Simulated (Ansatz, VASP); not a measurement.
Two plane-wave programs on Mo

INCAR

```
  PREC = Accurate
  ENCUT = 520
  EDIFF = 1E-8
  ISMEAR = -1
  SIGMA = 0.05
  LREAL = F
  LASPH = T
  NELM = 100
  ALGO = Normal
  ISIF = 2
  LWAVE = F
  LCHARG = F
  GGA = PE
  LEFG = T
  NBANDS = 13
```

File KPOINTS:

```
Automatic mesh
0
Gamma
  16 16 16
```

The input POSCAR:

```
Mo
1.0
   -1.5404922415      1.5404922415      1.6338400000
    1.5404922415     -1.5404922415      1.6338400000
    1.5404922415      1.5404922415     -1.6338400000
Mo
1
Direct
    0.0000000000      0.0000000000      0.0000000000
```

Input for Ansatz:

```yaml
crystal:
  lattice:
    - [-1.5404922415, 1.5404922415, 1.63384]
    - [1.5404922415, -1.5404922415, 1.63384]
    - [1.5404922415, 1.5404922415, -1.63384]
  atoms:
    - { symbol: Mo, position: [0.0, 0.0, 0.0] }
kpoints:
  mp_grid: { grid: [16, 16, 16] }
scf:
  occupations: { method: fermi_dirac, width: 0.05 }
hamiltonian:
  xc: pbe
  pseudopotentials: { kind: paw }
output:
  forces: true
  stress: true
  eigenvalues: true
  efg: { contact_densities: true }
```

Change from the starting cell: z stretched by +4 % at fixed volume, PAW files.

Alike in both runs: task electric field gradients; functional PBE; k mesh 16 × 16 × 16; occupations fermi-dirac, width 0.05 eV; no spin polarisation.

```csv
,VASP,Ansatz
version,VASP 6.6.1,Ansatz 0.2.0
potentials or method,"VASP PAW PBE potentials, release 64 (Mo_sv)","PAW with Ansatz's default frozen-core files, scalar-relativistic"
plane-wave cutoff (eV),520,420
valence electrons in the cell,14,14
```

```csv
,VASP,Ansatz,Ansatz less VASP
pressure (GPa),5.7,5.2,-0.55
"traceless stress, the component that is largest in VASP (GPa)",-11.85,-11.86,-0.008
size of Vzz on the site where it differs most (V/Å²),27.1,27.0,-0.09
```
